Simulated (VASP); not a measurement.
# BAs (F-43m) in VASP: notebook, part 2 of 2

VASP 6.6.1. The steps go on from the part before.

## (4) Relaxation of cell and atoms, PBEsol

INCAR

```
SYSTEM = BAs
PREC     = Accurate       ! precision mode
ENCUT    = 500            ! plane-wave cutoff, eV
EDIFF    = 1E-7           ! SCF threshold, eV
ISMEAR   = 0              ! smearing method
SIGMA    = 0.02           ! smearing width, eV
LREAL    = .False.        ! projectors in reciprocal space
LASPH    = .True.         ! aspherical terms in the spheres
NELM     = 120            ! most SCF steps
ALGO     = Normal         ! electronic algorithm
ISIF     = 3              ! what is computed and relaxed
LWAVE    = .False.        ! write WAVECAR
LCHARG   = .False.        ! write CHGCAR
GGA      = PS             ! functional
IBRION   = 2              ! ionic algorithm
NSW      = 100            ! ionic steps
EDIFFG   = -0.002         ! ionic threshold
GGA_COMPAT= .False.      
NELMIN   = 4
```

KPOINTS

```
regular mesh
0
Gamma
  10 10 10
  0 0 0
```

POSCAR

```
BAs
1.0
    0.0000000000      2.3850000000      2.3850000000
    2.3850000000      0.0000000000      2.3850000000
    2.3850000000      2.3850000000      0.0000000000
B As
1 1
Direct
    0.0000000000      0.0000000000      0.0000000000
    0.2500000000      0.2500000000      0.2500000000
```

Potentials or basis: VASP PAW PBE potentials, release 64 (B, As).

On the command line:

```console
$ cat potpaw_PBE.64/B/POTCAR potpaw_PBE.64/As/POTCAR > POTCAR
$ mpirun -np 1 vasp_std > vasp.out
```

OUTCAR:

```text
SYSTEM = BAs
   PREC = Accurate
   ENCUT = 500
   EDIFF = 1E-7
   ISMEAR = 0
   LREAL = .False.
   LASPH = .True.
   NELM = 120
   ISIF = 3
   GGA = PS
   IBRION = 2
   NSW = 100
   EDIFFG = -0.002
   NELMIN = 4

 ion  position               nearest neighbor table
   1  0.000  0.000  0.000-   2 2.07   2 2.07   2 2.07   2 2.07
   2  0.250  0.250  0.250-   1 2.07   1 2.07   1 2.07   1 2.07

  LATTYP: Found a face centered cubic cell.
 ALAT       =     4.7700000000

  Lattice vectors:

 A1 = (   0.0000000000,   2.3850000000,   2.3850000000)
 A2 = (   2.3850000000,   0.0000000000,   2.3850000000)
 A3 = (   2.3850000000,   2.3850000000,   0.0000000000)

Analysis of symmetry for initial positions (statically):
=====================================================================
 Subroutine PRICEL returns:
 Original cell was already a primitive cell.

 Routine SETGRP: Setting up the symmetry group for a
 face centered cubic supercell.

 Subroutine GETGRP returns: Found 24 space group operations
 (whereof 24 operations were pure point group operations)
 out of a pool of 48 trial point group operations.

The static configuration has the point symmetry T_d .

Analysis of symmetry for dynamics (positions and initial velocities):
=====================================================================
 Subroutine PRICEL returns:
 Original cell was already a primitive cell.

 Routine SETGRP: Setting up the symmetry group for a
 face centered cubic supercell.

 Subroutine GETGRP returns: Found 24 space group operations
 (whereof 24 operations were pure point group operations)
 out of a pool of 48 trial point group operations.

The dynamic configuration has the point symmetry T_d .

 Subroutine INISYM returns: Found 24 space group operations
 (whereof 24 operations are pure point group operations),
 and found     1 'primitive' translations

----------------------------------------------------------------------------------------

                                     Primitive cell

  volume of cell :      27.1328

  direct lattice vectors                    reciprocal lattice vectors
     0.000000000  2.385000000  2.385000000    -0.209643606  0.209643606  0.209643606
     2.385000000  0.000000000  2.385000000     0.209643606 -0.209643606  0.209643606
     2.385000000  2.385000000  0.000000000     0.209643606  0.209643606 -0.209643606

  length of vectors
     3.372899346  3.372899346  3.372899346     0.363113377  0.363113377  0.363113377

  position of ions in fractional coordinates (direct lattice)
     0.000000000  0.000000000  0.000000000
     0.250000000  0.250000000  0.250000000

  ion indices of the primitive-cell ions
   primitive index   ion index
                 1           1
                 2           2

----------------------------------------------------------------------------------------

 KPOINTS: regular mesh

Automatic generation of k-mesh.
 Grid dimensions read from file:
 generate k-points for:   10   10   10

 Generating k-lattice:

[... 23 lines left out ...]
  0.500000  0.000000  0.000000      4.000000
[... 16 lines left out ...]
  0.300000  0.300000  0.000000      6.000000
  0.400000  0.300000  0.000000     24.000000
 [... further k-points ...]
   k-points           NKPTS =     47   k-points in BZ     NKDIM =     47   number of bands    NBANDS=      8
   number of dos      NEDOS =    301   number of ions     NIONS =      2
   total plane-waves  NPLWV =  21952
   dimension x,y,z NGX =    28 NGY =   28 NGZ =   28
   dimension x,y,z NGXF=    56 NGYF=   56 NGZF=   56
   ions per type =               1   1
   NGX,Y,Z   is equivalent  to a cutoff of  13.80, 13.80, 13.80 a.u.
   NGXF,Y,Z  is equivalent  to a cutoff of  27.60, 27.60, 27.60 a.u.
 SYSTEM =  BAs
   PREC   = accura    normal or accurate (medium, high low for compatibility)
   ISTART =      0    job   : 0-new  1-cont  2-samecut
   ICHARG =      2    charge: 1-file 2-atom 10-const
   ISPIN  =      1    spin polarized calculation?
   LNONCOLLINEAR =      F non collinear calculations
   LSORBIT =      F    spin-orbit coupling
   LASPH  =      T    aspherical Exc in radial PAW
   ENCUT  =  500.0 eV  36.75 Ry    6.06 a.u.   6.15  6.15  6.15*2*pi/ulx,y,z
   NELM   =    120;   NELMIN=  4; NELMDL= -5     # of ELM steps
   EDIFF  = 0.1E-06   stopping-criterion for ELM
   LREAL  =      F    real-space projection
   EDIFFG = -.2E-02   stopping-criterion for IOM
   NSW    =    100    number of steps for IOM
   IBRION =      2    ionic relax: 0-MD 1-quasi-New 2-CG
   NFREE  =      1    steps in history (QN), initial steepest desc. (CG)
   ISIF   =      3    stress and relaxation
   ISYM   =      2    0-nonsym 1-usesym 2-fastsym
   POTIM  = 0.5000    time-step for ionic-motion
   TEBEG  =    0.0;   TEEND  =   0.0 temperature during run
   PSTRESS=    0.0 pullay stress
   NELECT =       8.0000    total number of electrons
   NUPDOWN=      -1.0000    fix difference up-down
   EMIN   =  10.00;   EMAX   =-10.00  energy-range for DOS
   EFERMI =   0.00;   METHOD = LEGACY
   ISMEAR =     0;   SIGMA  =   0.02  broadening in eV -4-tet -1-fermi 0-gaus
   EFERMI_NEDOS =   21; number of points for ismear=-14 and -15
   IALGO  =     38    algorithm
   IMIX   =      4    mixing-type and parameters
     AMIX     =   0.40;   BMIX     =  1.00
     AMIX_MAG =   1.60;   BMIX_MAG =  1.00
  volume/ion in A,a.u.               =      13.57        91.55
  Fermi-wavevector in a.u.,A,eV,Ry     =   1.089615  2.059074 16.153667  1.187261
  Thomas-Fermi vector in A             =   2.225822
   LORBIT       =      0    0 simple, 1 ext, 2 COOP (PROOUT), +10 PAW based schemes
   GGA     = PS    functional components
   LHFCALC =     F    Hartree Fock is set to
   AEXX    =    0.0000 exact exchange contribution
   IVDW    =     0    specifies the selected vdW correction
   LEPSILON=     F    determine dielectric tensor
   LRPA    =     F    only Hartree local field effects (RPA)
 conjugate gradient relaxation of ions
 non-spin polarized calculation
 Gauss-broadening in eV      SIGMA  =   0.02
  energy-cutoff  :      500.00
  volume of cell :       27.13
 maximum number of plane-waves:       701
 NGX is ok and might be reduce to    28
   NGX = 13   NGY = 13   NGZ = 13

--------------------------------------- Ionic step        1  -------------------------------------------

 number of electron       8.0000000 magnetization

 Free energy of the ion-electron system (eV)
  ---------------------------------------------------
  ext. energy  EPLUGINS =         0.00000000
  ---------------------------------------------------
  free energy    TOTEN  =       -12.20330141 eV

  energy without entropy =      -12.20330141  energy(sigma->0) =      -12.20330141

------------------------ aborting loop because EDIFF is reached ----------------------------------------

  FORCE on cell =-STRESS in cart. coord.  units (eV):
  Direction    XX          YY          ZZ          XY          YZ          ZX
  --------------------------------------------------------------------------------------
  -------------------------------------------------------------------------------------
  Total        0.1167997      0.1167997      0.1167997      0.0000000      0.0000000      0.0000000
  in kB        6.8969486      6.8969486      6.8969486      0.0000000      0.0000000      0.0000000
  external PRESSURE =       6.8969486 kB  Pullay stress =       0.0000000 kB
[... 59 lines left out ...]
--------------------------------------- Ionic step        3  -------------------------------------------

 number of electron       8.0000000 magnetization

 Free energy of the ion-electron system (eV)
  ---------------------------------------------------
  ext. energy  EPLUGINS =         0.00000000
  ---------------------------------------------------
  free energy    TOTEN  =       -12.20358103 eV

  energy without entropy =      -12.20358103  energy(sigma->0) =      -12.20358103

 E-fermi :   6.1542     XC(G=0): -10.7293

 val. band max:        6.0394094963   @ k =   0.0000   0.0000   0.0000
 cond. band min:       7.1159294100   @ k =   0.4000   0.4000   0.0000
 fundamental gap:      1.0765199137
 Fermi energy:         6.1542420739

 k-point     1 :       0.0000    0.0000    0.0000
  band No.  band energies     occupation
      1      -9.3939      2.00000
      2       6.0394      2.00000
      3       6.0394      2.00000
      4       6.0394      2.00000
      5       9.2787      0.00000
      6       9.2787      0.00000
      7       9.2787      0.00000
      8      10.7159      0.00000
[... 243 lines left out ...]
 k-point    24 :       0.4000    0.3000    0.0000
  band No.  band energies     occupation
      1      -6.7451      2.00000
      2      -0.4202      2.00000
      3       2.0314      2.00000
      4       2.5317      2.00000
      5       7.6462      0.00000
      6       9.3314      0.00000
      7      14.8385      0.00000
      8      15.0778      0.00000

 [... further k-points ...]
[... 5 lines left out ...]
  --------------------------------------------------------------------------------------
  -------------------------------------------------------------------------------------
  Total        0.0014079      0.0014079      0.0014079      0.0000000      0.0000000     -0.0000000
  in kB        0.0827368      0.0827368      0.0827368      0.0000000      0.0000000     -0.0000000
  external PRESSURE =       0.0827368 kB  Pullay stress =       0.0000000 kB
[... 17 lines left out ...]
  FREE ENERGIE OF THE ION-ELECTRON SYSTEM (eV)
  ---------------------------------------------------
  free  energy   TOTEN  =       -12.2035810259 eV

  energy  without entropy=      -12.2035810259  energy(sigma->0) =      -12.20358103

 reached required accuracy - stopping structural energy minimisation
```

Run time: 27 s. Hardware: 1 thread of Intel Xeon Platinum 8259CL at 2.50GHz (Skylake/Cascade Lake), shared host; peak memory 0.16 GiB.

Results:

* Free energy: -12.2036 eV
* Relaxed volume: 13.63 Å³/atom
* Relaxed cell: a = 3.378 Å, b = 3.378 Å, c = 3.378 Å, α = 60.00°, β = 60.00°, γ = 60.00°
* Space group after relaxing (to 0.1 Å): F-43m (No. 216)
* Energy gained by relaxing: 0.1 meV/atom
* Ionic steps: 3
* Pressure after relaxing: 0.0 GPa
* Band gap on the k mesh: 1.08 eV (least direct gap 3.24 eV)

Step by step:
```csv
step,energy change (eV),largest force (eV/Å),pressure (GPa),volume (Å³)
1,0.0000,0.0000,0.69,27.13
2,-0.0001,0.0000,-0.50,27.36
3,-0.0003,0.0000,0.01,27.26
```

Final structure:
```
CELL_PARAMETERS angstrom
0.00000 2.38883 2.38883
2.38883 0.00000 2.38883
2.38883 2.38883 0.00000
ATOMIC_POSITIONS crystal
B 0.00000 0.00000 0.00000
As 0.25000 0.25000 0.25000
```

Caveat: the PAW data sets were made with another functional, which shifts forces and pressure a little. A k mesh can miss the band edges.

## (5) The runs side by side

```tsv
task	cell	k mesh	smearing	gap on the mesh (eV)	pressure (GPa)
single point	a = 3.373 Å, angles 60.0°, 2 atoms	6 × 6 × 6	gaussian 0.1 eV	1.18	0.7
single point	a = 3.371 Å, angles 60.0°, 2 atoms	10 × 10 × 10	gaussian 0.02 eV	1.07	0.9
relaxation of cell and atoms	relaxed from a = 3.373 Å, angles 60.0°, 2 atoms	10 × 10 × 10	gaussian 0.02 eV	1.08	0.0
```

Alike in all rows: level PBEsol; potentials or basis VASP PAW PBE potentials, release 64 (B, As); no spin polarisation; cutoff (eV) 500.

Caveats: the PAW data sets were made with another functional, which shifts forces and pressure a little.

Absolute energies hang on the potentials; compare differences alone.
